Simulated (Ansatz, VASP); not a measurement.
**Two plane-wave programs on C**

```
C
1.0
     2.45587    0.00000    0.00000
    -1.22793    2.12684    0.00000
     0.00000    0.00000   29.67016
C
12
Direct
  0.66667 0.33333 0.99687
  0.66667 0.33333 0.49688
  0.66667 0.33333 0.73445
  0.66667 0.33333 0.23446
  0.00000 0.00000 0.61567
  0.33333 0.66667 0.23445
  0.00000 0.00000 0.11567
  0.66667 0.33333 0.61567
  0.33333 0.66667 0.73446
  0.33333 0.66667 0.11567
  0.33333 0.66667 0.49687
  0.33333 0.66667 0.99688
```

Alike in both runs: functional r2SCAN; k mesh 18 × 18 × 2; occupations gaussian, width 0.1 eV; no spin polarisation.

Ansatz relaxed the structure, and its values are those at the end. VASP's run is a single point on that final structure, the one shown.

|  | VASP | Ansatz |
| --- | --- | --- |
| version | VASP 6.6.1 | Ansatz 0.2.0 |
| potentials or method | VASP PAW PBE potentials, release 64 (C), cutoff 520 eV | scalar-relativistic, plane waves, PAW |
| valence electrons in the cell | 48 | 48 |

```tsv
	VASP	Ansatz	Ansatz less VASP
gap on the k mesh at the Fermi level (eV)	0.01	0.01	0.000
least direct gap on the mesh (eV)	0.01	0.01	0.000
```

VASP's potentials were made for PBE, not for r2SCAN.
